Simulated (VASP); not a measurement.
Here is a VASP 6.6.1 calculation.

File POSCAR:

```
KLiF2
1.0
    1.6652037089      0.9614058096      5.7009296976
   -1.6652037089      0.9614058096      5.7009296976
    0.0000000000     -1.9228116192      5.7009296976
Li K F
1 1 2
Direct
    1.0000000000      0.0000000000      0.0000000000
    0.5000000000      0.5000000000      0.5000000000
    0.2680733501      0.2680733501      0.2680733501
    0.7319266499      0.7319266499      0.7319266499
```

Contents of INCAR.step1:

```
  PREC = Accurate
  ENCUT = 600
  ISMEAR = -1
  SIGMA = 0.02
  LREAL = False
  LASPH = True
  NELM = 100
  GGA = PE
  ALGO = Normal
  EDIFF = 1E-4
  LWAVE = True
  LCHARG = False
```

The input INCAR.step2:

```
  PREC = Accurate
  ENCUT = 600
  EDIFF = 1E-7
  ISMEAR = -1
  SIGMA = 0.02
  LREAL = False
  LASPH = True
  NELM = 100
  ALGO = Normal
  ISIF = 3
  LWAVE = False
  LCHARG = False
  METAGGA = R2SCAN
  LMIXTAU = True
  IBRION = 2
  NSW = 80
  EDIFFG = -0.005
  ISTART = 1
```

File KPOINTS:

```
regular mesh
0
Gamma
  8 8 8
```

Potentials or basis: VASP PAW PBE potentials, release 64 (Li_sv, K_sv, F).

Launch:

```sh
$ cat potpaw_PBE.64/Li_sv/POTCAR potpaw_PBE.64/K_sv/POTCAR potpaw_PBE.64/F/POTCAR > POTCAR
$ cp INCAR.step1 INCAR
$ mpirun -np 1 vasp_std > vasp.out
$ cp INCAR.step2 INCAR
$ mpirun -np 1 vasp_std > vasp.out
```

(1) Predict the band gap on the k mesh.

(2) Predict the relaxed cell.

Results:

(1) 7.48 eV.

(2) a = 5.942 Å, b = 5.942 Å, c = 5.942 Å, α = 31.52°, β = 31.52°, γ = 31.52°.
